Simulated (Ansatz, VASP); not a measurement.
Li4NbO4: VASP beside Ansatz

```
Li Nb O
1.0
    -3.81195    3.81195    1.63010
     3.81195   -3.81195    1.63010
     3.81195    3.81195   -1.63010
Li Nb O
4 1 4
Direct
  0.38728 0.18389 0.57117
  0.84267 0.33415 0.17683
  0.15733 0.66585 0.82317
  0.66585 0.84267 0.50852
  0.00000 0.00000 0.00000
  0.75893 0.07971 0.83864
  0.92029 0.75893 0.67922
  0.07971 0.24107 0.32078
  0.24107 0.92029 0.16136
```

Alike in both runs: task single point; functional PBEsol; k mesh 10 × 10 × 10; occupations gaussian, width 0.05 eV; no spin polarisation.

|  | VASP | Ansatz |
| --- | --- | --- |
| version | VASP 6.6.1 | Ansatz 0.2.0 |
| potentials or method | VASP PAW PBE potentials, release 64 (Li_sv, Nb_sv, O), cutoff 520 eV | scalar-relativistic, plane waves, PAW |
| valence electrons in the cell | 49 | 49 |

|  | VASP | Ansatz | Ansatz less VASP |
| --- | --- | --- | --- |
| rms of the force components (eV/Å) | 0.508 | 0.503 | -0.0056 |

VASP's potentials were made for PBE, not for PBEsol, and Ansatz warns of the same on its side. Atom by atom the forces differ by 0.017 eV/Å (rms over components). The functional is the same, so the differences come from potentials, cutoffs and numerics.

Noted on VASP's run: the cutoff is under 1.25 times that of the potentials, so the pressure is a little rough.
